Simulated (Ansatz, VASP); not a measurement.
## One calculation of CaO, two programs

The input POSCAR:

```
CaO
1.0
    0.0000000000      2.3975501260      2.3975501260
    2.3975501260      0.0000000000      2.3975501260
    2.3975501260      2.3975501260      0.0000000000
Ca O
1 1
Direct
    0.0000000000      0.0000000000      0.0000000000
    0.5000000000      0.5000000000      0.5000000000
```

Contents of INCAR.step1:

```
ALGO     = Normal         # electronic algorithm
EDIFF    = 1E-4           # SCF threshold, eV
ENCUT    = 520            # plane-wave cutoff, eV
GGA      = PE             # functional
ISMEAR   = 0              # smearing method
LASPH    = T              # aspherical terms in the spheres
LCHARG   = F              # write CHGCAR
LREAL    = F              # projectors in reciprocal space
LWAVE    = T              # write WAVECAR
NBANDS   = 15             # bands
NELM     = 100            # most SCF steps
PREC     = Accurate       # precision mode
SIGMA    = 0.01           # smearing width, eV
```

The input INCAR.step2:

```
ALGO     = Normal         # electronic algorithm
EDIFF    = 1E-7           # SCF threshold, eV
ENCUT    = 520            # plane-wave cutoff, eV
ISIF     = 2              # what is computed and relaxed
ISMEAR   = 0              # smearing method
ISTART   = 1            
LASPH    = T              # aspherical terms in the spheres
LCHARG   = T              # write CHGCAR
LELF     = T              # ELF
LMIXTAU  = T            
LREAL    = F              # projectors in reciprocal space
LVHAR    = T            
LWAVE    = F              # write WAVECAR
METAGGA  = R2SCAN         # meta-GGA
NBANDS   = 15             # bands
NELM     = 100            # most SCF steps
PREC     = Accurate       # precision mode
SIGMA    = 0.01           # smearing width, eV
```

KPOINTS

```
k-points
0
Gamma
  10 10 10
```

Input for Ansatz:

```yaml
crystal:
  lattice:
    - [0.0, 2.397550126, 2.397550126]
    - [2.397550126, 0.0, 2.397550126]
    - [2.397550126, 2.397550126, 0.0]
  atoms:
    - { symbol: Ca, position: [0.0, 0.0, 0.0] }
    - { symbol: O, position: [0.5, 0.5, 0.5] }
kpoints:
  mp_grid: { grid: [10, 10, 10] }
  band_path:
    path:
      - [0.0, 0.0, 0.0]
      - [0.5, 0.0, 0.5]
      - [0.625, 0.25, 0.625]
      - [0.375, 0.375, 0.75]
      - [0.5, 0.5, 0.5]
      - [0.5, 0.25, 0.75]
      - [0.0, 0.5, 0.5]
    npoints: 1
hamiltonian:
  xc: r2scan
scf:
  occupations: { method: fixed }
  n_extra_bands: 4
output:
  forces: true
  stress: true
  eigenvalues: true
```

Alike in both runs: task single point; functional r2SCAN; k mesh 10 × 10 × 10; no spin polarisation.

```csv
,VASP,Ansatz
version,VASP 6.6.1,Ansatz 0.2.0
potentials or method,"VASP PAW PBE potentials, release 64 (Ca_sv, O)","plane waves, PAW"
plane-wave cutoff (eV),520,500
occupations,"gaussian, width 0.01 eV",fixed
valence electrons in the cell,16,16
```

```csv
,VASP,Ansatz,Ansatz less VASP
gap on the k mesh at the Fermi level (eV),4.19,4.20,+0.012
pressure (GPa),1.1,0.0,-1.08
```

VASP's potentials were made for PBE, not for r2SCAN.
